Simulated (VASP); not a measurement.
Input of a VASP 6.6.1 run:

File INCAR:

```
PREC = Accurate
ENCUT = 520
EDIFF = 1E-6
ISMEAR = -1
SIGMA = 0.05
LREAL = False
LASPH = True
NELM = 100
ALGO = Normal
ISIF = 2
LWAVE = False
LCHARG = False
GGA = PE
NBANDS = 25
```

Contents of KPOINTS:

```
regular mesh
0
Gamma
  4 4 4
```

The input POSCAR:

```
Si3N4
1.0
    4.1307800000      0.0000000000      0.0000000000
    0.0000000000      4.1307800000      0.0000000000
    0.0000000000      0.0000000000      4.1307800000
Si N
3 4
Direct
    0.0000000000      0.0000000000      0.5000000000
    0.5000000000      0.0000000000      0.0000000000
    0.0000000000      0.5000000000      0.0000000000
    0.2395200000      0.2395200000      0.7604800000
    0.7604800000      0.7604800000      0.7604800000
    0.2395200000      0.7604800000      0.2395200000
    0.7604800000      0.2395200000      0.2395200000
```

Potentials or basis: VASP PAW PBE potentials, release 64 (Si, N).

The run is started by

```bash
$ cat potpaw_PBE.64/Si/POTCAR potpaw_PBE.64/N/POTCAR > POTCAR
$ mpirun -np 1 vasp_std > vasp.out
```

(1) Predict the pressure.

(2) Estimate the largest force.

(3) Predict the band gap on the k mesh.

Answers

(1) -0.2 GPa.

(2) 0.017 eV/Å.

(3) 2.72 eV, indirect (least direct gap 2.92 eV).
